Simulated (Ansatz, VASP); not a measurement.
# Two plane-wave programs on Hf

```xyz
2
Lattice="3.1602 0.0000 0.0000 -1.5801 2.7368 0.0000 0.0000 0.0000 4.9962" Properties=species:S:1:pos:R:3 pbc="T T T"
Hf    0.0000    1.8245    1.2490
Hf    1.5801    0.9123    3.7471
```

Alike in both runs: functional PBEsol; k mesh 15 × 15 × 8; occupations gaussian, width 0.1 eV; no spin polarisation.

Ansatz relaxed the structure, and its values are those at the end. VASP's run is a single point on that final structure, the one shown.

|  | VASP | Ansatz |
| --- | --- | --- |
| version | VASP 6.6.1 | Ansatz 0.2.0 |
| potentials or method | VASP PAW PBE potentials, release 64 (Hf_pv), cutoff 500 eV | scalar-relativistic, plane waves, PAW |
| valence electrons in the cell | 20 | 52 |

```csv
,VASP,Ansatz,Ansatz less VASP
gap on the k mesh at the Fermi level (eV),none,none,-
pressure (GPa),-0.4,0.0,+0.39
```

VASP's potentials were made for PBE, not for PBEsol. A gap of «none» marks a metal or a gap that the smearing closes. The functional is the same, so the differences come from potentials, cutoffs and numerics. VASP's potentials hold 20 valence electrons a cell and Ansatz's 52, so a difference there can come from the potentials and not from the codes.

Neither program's run includes spin-orbit coupling.
